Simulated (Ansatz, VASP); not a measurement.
## LaMg6Mn in VASP and in Ansatz

File INCAR:

```
ALGO = Normal
EDIFF = 1E-7
ENCUT = 520
GGA = PE
ISIF = 2
ISMEAR = -1
ISPIN = 2
LASPH = True
LCHARG = True
LELF = True
LMAXMIX = 6
LORBIT = 11
LREAL = False
LVHAR = True
LWAVE = False
MAGMOM = 0 4 0 0 0 0 0 0
NBANDS = 32
NELM = 120
PREC = Accurate
SIGMA = 0.05
```

KPOINTS

```
k-points
0
Gamma
  5 5 5
```

Contents of POSCAR:

```
LaMg6Mn
1.0
    5.1161150000      0.0000000000      0.0000000000
    0.0000000000      3.3151520000      5.7580140000
    0.0000000000     -3.3151520000      5.7580140000
La Mn Mg
1 1 6
Direct
    0.4949320000      0.6803840000      0.6712500000
    0.0006760000      0.8382190000      0.8281400000
    0.4976110000      0.1555850000      0.1601110000
    0.4949420000      0.1653160000      0.6776360000
    0.5013730000      0.6798390000      0.1512700000
    0.0005670000      0.3272570000      0.3329140000
   -0.0007430000      0.3142190000      0.8424550000
    0.0051820000      0.8295210000      0.3213870000
```

input.yaml

```yaml
crystal:
  lattice:
    - [5.116115, 0.0, 0.0]
    - [0.0, 3.315152, 5.758014]
    - [0.0, -3.315152, 5.758014]
  atoms:
    - { symbol: La, position: [0.494932, 0.680384, 0.67125] }
    - { symbol: Mn, position: [0.000676, 0.838219, 0.82814], spin: 4.0 }
    - { symbol: Mg, position: [0.497611, 0.155585, 0.160111] }
    - { symbol: Mg, position: [0.494942, 0.165316, 0.677636] }
    - { symbol: Mg, position: [0.501373, 0.679839, 0.15127] }
    - { symbol: Mg, position: [0.000567, 0.327257, 0.332914] }
    - { symbol: Mg, position: [-0.000743, 0.314219, 0.842455] }
    - { symbol: Mg, position: [0.005182, 0.829521, 0.321387] }
hamiltonian:
  xc: pbe
  pseudopotentials: { kind: paw }
magnetization:
  spin_polarized: true
kpoints:
  mp_grid: { grid: [5, 5, 5] }
scf:
  occupations: { method: fermi_dirac, width: 0.05 }
output:
  forces: true
  stress: true
  eigenvalues: true
```

Change from the starting cell: atoms moved at random, drawn with an rms of 0.05 Å.

Alike in both runs: task single point; functional PBE; k mesh 5 × 5 × 5; occupations fermi-dirac, width 0.05 eV; collinear spin, ferromagnetic start.

```csv
,VASP,Ansatz
version,VASP 6.6.1,Ansatz 0.2.0
potentials or method,"VASP PAW PBE potentials, release 64 (La, Mn_pv, Mg)",Ansatz PAW
plane-wave cutoff (eV),520,420
valence electrons in the cell,36,86
```

Ansatz gave:

```
gap on the k mesh at the Fermi level (eV)                     : none
pressure (GPa)                                                : -0.2
traceless stress, the component that is largest in VASP (GPa) : 0.30
rms of the force components (eV/Å)                            : 0.091
net moment per atom (μB)                                      : 0.48
size of the moment on the site where the two differ most (μB) : 3.99
```

Task: What did VASP give for the same quantities?

Result: gap on the k mesh at the Fermi level (eV): none; pressure (GPa): -0.3; traceless stress, the component that is largest in VASP (GPa): 0.30; rms of the force components (eV/Å): 0.091; net moment per atom (μB): 0.48; size of the moment on the site where the two differ most (μB): 3.83.

Site moments also hang on the region over which each program counts them. Atom by atom the forces differ by 0.001 eV/Å (rms over components). A gap of «none» marks a metal or a gap that the smearing closes. The functional is the same, so the differences come from potentials, cutoffs and numerics. VASP's potentials hold 36 valence electrons a cell and Ansatz's 86, so a difference there can come from the potentials and not from the codes.

Neither program's run includes spin-orbit coupling.
